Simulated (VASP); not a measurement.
A run of VASP 6.6.1:

Contents of INCAR:

```
PREC = Accurate ; ENCUT = 520
EDIFF = 1E-6 ; ISMEAR = 0
SIGMA = 0.15 ; LREAL = False
LASPH = True ; NELM = 80
ALGO = Fast ; ISIF = 2
LWAVE = False ; LCHARG = False
GGA = PE ; NBANDS = 61
```

The input KPOINTS:

```
regular mesh
0
Gamma
  6 6 12
```

The input POSCAR:

```
Si2W3
1.0
    6.6300342967      0.0000000000      0.0000000000
    0.0000000000      6.6300342967      0.0000000000
    0.0000000000      0.0000000000      3.3123213826
Si W
4 6
Direct
    0.1342329886      0.6342329886      0.0905709215
    0.8657670114      0.3657670114      0.0000000000
    0.6342329886      0.8657670114      0.0000000000
    0.3657670114      0.1342329886      0.0000000000
    0.5000000000      0.5000000000      0.0000000000
    0.0000000000      0.0000000000      0.0000000000
    0.6595119696      0.1595119696      0.5000000000
    0.3404880304      0.8404880304      0.5000000000
    0.1595119696      0.3404880304      0.5000000000
    0.8404880304      0.6595119696      0.5000000000
```

Potentials or basis: VASP PAW PBE potentials, release 64 (Si, W_sv).

Command:

```console
$ cat potpaw_PBE.64/Si/POTCAR potpaw_PBE.64/W_sv/POTCAR > POTCAR
$ mpirun -np 1 vasp_std > vasp.out
```

Hardware: 1 thread of Oxide Virtual Turin-like Processor (shared host).

Question: How long does it take, and how much memory?

Answer: Run time: 30 min on 1 thread of Oxide Virtual Turin-like Processor, on a shared host, peak memory 0.79 GiB. Counts: scf iterations 19, k points 131.
